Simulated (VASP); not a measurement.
# AlFe (Pm-3m) in VASP: notebook

Runs on AlFe. Level: PBEsol. Tasks: single point.

All numbers are computed with VASP 6.6.1; they aren't measurements. Logs are shortened: lines on timing, memory, paths and dates and some standing lists are left out, and cuts for length are marked.

### Step 1. The cell of the first run

Symmetry: Pm-3m, No. 221, cubic system. The conventional cell has a = 2.910 Å, b = 2.910 Å, c = 2.910 Å, α = 90.00°, β = 90.00°, γ = 90.00°. Fe (site symmetry m-3m) has 8 Al at 2.52 Å and 6 Fe at 2.91 Å within 3.3 Å. Al (site symmetry m-3m) has 8 Fe at 2.52 Å and 6 Al at 2.91 Å within 3.3 Å.

### Step 2. Single point, PBEsol, collinear spin, ferromagnetic start

Input file INCAR:

```
PREC = Accurate
ENCUT = 520
EDIFF = 1E-7
ISMEAR = -1
SIGMA = 0.05
LREAL = False
LASPH = True
NELM = 150
ALGO = Normal
ISIF = 2
LWAVE = False
LCHARG = False
ISPIN = 2
MAGMOM = 3 0
LORBIT = 11
LMAXMIX = 4
GGA = PS
NBANDS = 16
```

Input file KPOINTS:

```
Automatic mesh
0
Gamma
  9 9 9
```

Input file POSCAR:

```
AlFe
1.0
    2.9100000000      0.0000000000      0.0000000000
    0.0000000000      2.9100000000      0.0000000000
    0.0000000000      0.0000000000      2.9100000000
Fe Al
1 1
Direct
    0.5000000000      0.5000000000      0.5000000000
    0.0000000000      0.0000000000      0.0000000000
```

Potentials or basis: VASP PAW PBE potentials, release 64 (Fe, Al).

Started as:

```sh
> cat potpaw_PBE.64/Fe/POTCAR potpaw_PBE.64/Al/POTCAR > POTCAR
> mpirun -np 1 vasp_std > vasp.out
```

OUTCAR:

```text
PREC = Accurate
   ENCUT = 520
   EDIFF = 1E-7
   ISMEAR = -1
   LREAL = False
   LASPH = True
   NELM = 150
   ISIF = 2
   ISPIN = 2
   LORBIT = 11
   GGA = PS

 ion  position               nearest neighbor table
   1  0.500  0.500  0.500-   2 2.52   2 2.52   2 2.52   2 2.52   2 2.52   2 2.52   2 2.52   2 2.52

   2  0.000  0.000  0.000-   1 2.52   1 2.52   1 2.52   1 2.52   1 2.52   1 2.52   1 2.52   1 2.52

  LATTYP: Found a simple cubic cell.
 ALAT       =     2.9100000000

  Lattice vectors:

 A1 = (   2.9100000000,   0.0000000000,   0.0000000000)
 A2 = (   0.0000000000,   2.9100000000,   0.0000000000)
 A3 = (   0.0000000000,   0.0000000000,   2.9100000000)

Analysis of symmetry for initial positions (statically):
=====================================================================
 Subroutine PRICEL returns:
 Original cell was already a primitive cell.

 Routine SETGRP: Setting up the symmetry group for a
 simple cubic supercell.

 Subroutine GETGRP returns: Found 48 space group operations
 (whereof 48 operations were pure point group operations)
 out of a pool of 48 trial point group operations.

The static configuration has the point symmetry O_h .

Analysis of symmetry for dynamics (positions and initial velocities):
=====================================================================
 Subroutine PRICEL returns:
 Original cell was already a primitive cell.

 Routine SETGRP: Setting up the symmetry group for a
 simple cubic supercell.

 Subroutine GETGRP returns: Found 48 space group operations
 (whereof 48 operations were pure point group operations)
 out of a pool of 48 trial point group operations.

The dynamic configuration has the point symmetry O_h .

Analysis of structural, dynamic, and magnetic symmetry:
=====================================================================
 Subroutine PRICEL returns:
 Original cell was already a primitive cell.

 Routine SETGRP: Setting up the symmetry group for a
 simple cubic supercell.

 Subroutine GETGRP returns: Found 48 space group operations
 (whereof 48 operations were pure point group operations)
 out of a pool of 48 trial point group operations.

The overall configuration has the point symmetry O_h .

 Subroutine INISYM returns: Found 48 space group operations
 (whereof 48 operations are pure point group operations),
 and found     1 'primitive' translations

----------------------------------------------------------------------------------------

[... 111 lines left out ...]
     AMIX     =   0.40;   BMIX     =  1.00
     AMIX_MAG =   1.60;   BMIX_MAG =  1.00
  volume/ion in A,a.u.               =      12.32        83.15
  Fermi-wavevector in a.u.,A,eV,Ry     =   1.251160  2.364349 21.298567  1.565401
  Thomas-Fermi vector in A             =   2.385120
   LORBIT       =     11    0 simple, 1 ext, 2 COOP (PROOUT), +10 PAW based schemes
   GGA     = PS    functional components
   LHFCALC =     F    Hartree Fock is set to
   AEXX    =    0.0000 exact exchange contribution
   IVDW    =     0    specifies the selected vdW correction
   LEPSILON=     F    determine dielectric tensor
   LRPA    =     F    only Hartree local field effects (RPA)
 spin polarized calculation
  energy-cutoff  :      520.00
  volume of cell :       24.64
 maximum number of plane-waves:       691
 NGX is ok and might be reduce to    24
   NGX = 11   NGY = 11   NGZ = 11

 number of electron      10.9999994 magnetization       0.6552478

 Free energy of the ion-electron system (eV)
  ---------------------------------------------------
  ext. energy  EPLUGINS =         0.00000000
  ---------------------------------------------------
  free energy    TOTEN  =       -13.68439059 eV

  energy without entropy =      -13.66536384  energy(sigma->0) =      -13.67487721

 E-fermi :   7.5168     XC(G=0): -12.0831

 val. band max:        7.4910672769   @ k =   0.2222   0.1111   0.0000
 cond. band min:       7.5273377449   @ k =   0.4444   0.2222   0.1111
 fundamental gap:      0.0362704680
 Fermi energy:         7.5168230774

 spin component 1

 k-point     1 :       0.0000    0.0000    0.0000
  band No.  band energies     occupation
      1      -2.6758      1.00000
      2       5.1183      1.00000
      3       5.1183      1.00000
      4       7.1615      0.99918
      5       7.1615      0.99918
      6       7.1615      0.99918
[... 435 lines left out ...]
      5       6.6872      1.00000
      6       6.8138      1.00000
[... 8 lines left out ...]
     15      27.5931      0.00000
     16      28.6779      0.00000

 [... further k-points ...]

 spin component 2

 k-point     1 :       0.0000    0.0000    0.0000
  band No.  band energies     occupation
      1      -2.6703      1.00000
      2       5.4683      1.00000
      3       5.4683      1.00000
      4       7.9479      0.00018
      5       7.9479      0.00018
      6       7.9479      0.00018
[... 435 lines left out ...]
      5       7.3427      0.97019
      6       7.4115      0.89152
[... 8 lines left out ...]
     15      27.7318      0.00000
     16      28.6763      0.00000

 [... further k-points ...]
[... 5 lines left out ...]
  --------------------------------------------------------------------------------------
  -------------------------------------------------------------------------------------
  Total       -1.7032677     -1.7032677     -1.7032677     -0.0000000     -0.0000000      0.0000000
  in kB     -110.7425495   -110.7425495   -110.7425495     -0.0000000     -0.0000000      0.0000000
  external PRESSURE =    -110.7425495 kB  Pullay stress =       0.0000000 kB

 VOLUME and BASIS-vectors are now :
 -----------------------------------------------------------------------------
  energy-cutoff  :      520.00
  volume of cell :       24.64
      direct lattice vectors                 reciprocal lattice vectors
     2.910000000  0.000000000  0.000000000     0.343642612  0.000000000  0.000000000
     0.000000000  2.910000000  0.000000000     0.000000000  0.343642612  0.000000000
     0.000000000  0.000000000  2.910000000     0.000000000  0.000000000  0.343642612

 POSITION                                       TOTAL-FORCE (eV/Angst)
 -----------------------------------------------------------------------------------
      1.45500      1.45500      1.45500         0.000000      0.000000      0.000000
      0.00000      0.00000      0.00000         0.000000      0.000000      0.000000
 -----------------------------------------------------------------------------------
    total drift:                                0.000000     -0.000000     -0.000000

  FREE ENERGIE OF THE ION-ELECTRON SYSTEM (eV)
  ---------------------------------------------------
  free  energy   TOTEN  =       -13.6843905885 eV

  energy  without entropy=      -13.6653638385  energy(sigma->0) =      -13.67487721

 total charge

# of ion       s       p       d       tot
------------------------------------------
    1        0.421   0.476   6.457   7.354
    2        0.394   0.419   0.000   0.813
--------------------------------------------------
tot          0.815   0.895   6.457   8.168

 magnetization (x)

# of ion       s       p       d       tot
------------------------------------------
    1       -0.002   0.003   0.700   0.701
    2       -0.007  -0.015   0.000  -0.023
--------------------------------------------------
tot         -0.009  -0.012   0.700   0.678
```

OSZICAR:

```text
N       E                     dE             d eps       ncg     rms          rms(c)
DAV:   1     0.289819321099E+02    0.28982E+02   -0.45389E+03  2264   0.699E+02
DAV:   2    -0.139026452529E+02   -0.42885E+02   -0.38282E+02  2600   0.139E+02
DAV:   3    -0.153036443197E+02   -0.14010E+01   -0.13833E+01  2824   0.265E+01
DAV:   4    -0.153239893179E+02   -0.20345E-01   -0.20336E-01  2800   0.286E+00
DAV:   5    -0.153246392109E+02   -0.64989E-03   -0.64988E-03  2928   0.545E-01    0.149E+01
DAV:   6    -0.173206497854E+02   -0.19960E+01   -0.47409E+01  2648   0.745E+01    0.185E+01
DAV:   7    -0.137400793050E+02    0.35806E+01   -0.28944E+01  2784   0.483E+01    0.311E+00
DAV:   8    -0.137012654826E+02    0.38814E-01   -0.20867E-01  2936   0.357E+00    0.175E+00
DAV:   9    -0.136872744061E+02    0.13991E-01   -0.27548E-02  3024   0.145E+00    0.105E+00
DAV:  10    -0.136842489664E+02    0.30254E-02   -0.22213E-03  2824   0.287E-01    0.232E-01
DAV:  11    -0.136843886978E+02   -0.13973E-03   -0.25677E-04  2952   0.167E-01    0.133E-01
DAV:  12    -0.136843967888E+02   -0.80910E-05   -0.12429E-04  3104   0.834E-02    0.537E-02
DAV:  13    -0.136843894747E+02    0.73141E-05   -0.84596E-06  3224   0.243E-02    0.183E-02
DAV:  14    -0.136843905875E+02   -0.11128E-05   -0.20308E-06  2768   0.903E-03    0.998E-03
DAV:  15    -0.136843906451E+02   -0.57576E-07   -0.12603E-06  2488   0.964E-03    0.226E-03
DAV:  16    -0.136843905885E+02    0.56611E-07   -0.30220E-08  1440   0.144E-03
   1 F= -.13684391E+02 E0= -.13674877E+02  d E =-.190267E-01  mag=     0.6552
```

stdout:

```text
POSCAR found type information on POSCAR FeAl
 POSCAR found :  2 types and       2 ions
 scaLAPACK will be used
 -----------------------------------------------------------------------------
|                                                                             |
|                                                                             |
|     You enforced a specific xc type in the INCAR file but a different       |
|     I HOPE YOU KNOW WHAT YOU ARE DOING!                                     |
|                                                                             |
 -----------------------------------------------------------------------------

 LDA part: xc-table for (Slater+PW92), standard interpolation
 POSCAR, INCAR and KPOINTS ok, starting setup
 FFT: planning ... GRIDC
 FFT: planning ... GRID_SOFT
 FFT: planning ... GRID
 WAVECAR not read
 entering main loop
```

Wall time 11 s (1 thread of Intel Xeon 6975P-C (Granite Rapids), shared host); peak memory 0.15 GiB.

What came out:

```
Free energy                                           : -13.6844 eV
Pressure                                              : -11.1 GPa
Net moment                                            : 0.66 μB per cell
Site moments                                          : Fe +0.70; Al -0.02 μB
Valence electrons inside the program's atomic spheres : Fe 7.35; Al 0.81
```

Levels at points of the mesh, in eV from the Fermi level:
Spin up:
```
           k point  band 4  band 5  band 6  band 7  band 8  band 9
(0.00, 0.00, 0.00)   -0.36   -0.36   -0.36    6.14    6.14    6.14
```
Spin down:
| k point | band 3 | band 4 | band 5 | band 6 | band 7 | band 8 |
| --- | --- | --- | --- | --- | --- | --- |
| (0.00, 0.00, 0.00) | -2.05 | 0.43 | 0.43 | 0.43 | 6.17 | 6.17 |

Caveat: the PAW data sets were made with another functional, which shifts forces and pressure a little.

### Step 3. Single point, PBEsol, collinear spin, ferromagnetic start

Input file INCAR:

```
SYSTEM = AlFe
ALGO = Fast
EDIFF = 1E-6
ENCUT = 520
GGA = PS
ISIF = 2
ISMEAR = -1
ISPIN = 2
LASPH = .TRUE.
LCHARG = .FALSE.
LMAXMIX = 4
LORBIT = 11
LREAL = .FALSE.
LWAVE = .FALSE.
MAGMOM = -0.72 0
NBANDS = 16
NELM = 150
PREC = Accurate
SIGMA = 0.05
```

Input file KPOINTS:

```
k-points
0
G
  9 9 9
  0 0 0
```

POSCAR is that of step 2.

Potentials or basis: VASP PAW PBE potentials, release 64 (Fe, Al).

Started as:

```sh
> cat potpaw_PBE.64/Fe/POTCAR potpaw_PBE.64/Al/POTCAR > POTCAR
> mpirun -np 1 vasp_std > vasp.out
```

Wall time 11 s (1 thread of Intel Xeon 6975P-C (Granite Rapids), shared host); peak memory 0.15 GiB.

Results (log left out):

```
Free energy                                           : -13.6844 eV
Pressure                                              : -11.0 GPa
Net moment                                            : -0.66 μB per cell
Site moments                                          : Fe -0.70; Al +0.02 μB
Valence electrons inside the program's atomic spheres : Fe 7.35; Al 0.81
```

Levels at points of the mesh, in eV from the Fermi level:
Spin up:
| k point | band 1 | band 2 | band 3 | band 4 | band 5 | band 6 | band 7 | band 8 | band 9 | band 10 |
| --- | --- | --- | --- | --- | --- | --- | --- | --- | --- | --- |
| (0.00, 0.00, 0.00) | -10.19 | -2.05 | -2.05 | 0.43 | 0.43 | 0.43 | 6.17 | 6.17 | 6.17 | 9.22 |
Spin down:
```csv
k point,band 3,band 4,band 5,band 6,band 7,band 8,band 9,band 10
"(0.00, 0.00, 0.00)",-2.40,-0.36,-0.36,-0.36,6.14,6.14,6.14,9.14
```

Caveat: the PAW data sets were made with another functional, which shifts forces and pressure a little.

### Step 4. Single point, PBEsol, collinear spin, ferromagnetic start

Input file INCAR:

```
SYSTEM = AlFe
ALGO     = Fast           ! electronic algorithm
EDIFF    = 1E-6           ! SCF threshold, eV
ENCUT    = 520            ! plane-wave cutoff, eV
GGA      = PS             ! functional
ISIF     = 2              ! what is computed and relaxed
ISMEAR   = -1             ! smearing method
ISPIN    = 2              ! spin polarisation
LASPH    = .True.         ! aspherical terms in the spheres
LCHARG   = .True.         ! write CHGCAR
LELF     = .True.         ! ELF
LMAXMIX  = 4              ! l up to which the mixer works
LORBIT   = 11             ! projections on sites
LREAL    = .False.        ! projectors in reciprocal space
LVHAR    = .True.       
LWAVE    = .False.        ! write WAVECAR
MAGMOM   = 4.5 0          ! initial moments
NBANDS   = 16             ! bands
NELM     = 150            ! most SCF steps
PREC     = Accurate       ! precision mode
SIGMA    = 0.05           ! smearing width, eV
```

Input file KPOINTS:

```
k-points
0
Gamma
  9 9 9
  0 0 0
```

POSCAR is that of step 3.

Started as:

```sh
> cat potpaw_PBE.64/Fe/POTCAR potpaw_PBE.64/Al/POTCAR > POTCAR
> mpirun -np 1 vasp_std > vasp.out
```

Wall time 12 s (1 thread of Intel Xeon 6975P-C (Granite Rapids), shared host); peak memory 0.16 GiB.

Results (log left out):

* Free energy: -13.6844 eV
* Pressure: -11.1 GPa
* Net moment: 0.66 μB per cell
* Site moments: Fe +0.70; Al -0.02 μB
* Valence electrons inside the program's atomic spheres: Fe 7.35; Al 0.81

Levels at points of the mesh, in eV from the Fermi level:
Spin up:
```csv
k point,band 2,band 3,band 4,band 5,band 6,band 7,band 8,band 9,band 10,band 11
"(0.00, 0.00, 0.00)",-2.40,-2.40,-0.36,-0.36,-0.36,6.14,6.14,6.14,9.14,9.14
```
Spin down:
```
           k point  band 2  band 3  band 4  band 5  band 6  band 7  band 8  band 9
(0.00, 0.00, 0.00)   -2.05   -2.05    0.43    0.43    0.43    6.17    6.17    6.17
```

Caveat: the PAW data sets were made with another functional, which shifts forces and pressure a little; the moment fell far below its start of 4.5 μB, so a state of higher moment may lie lower in energy.
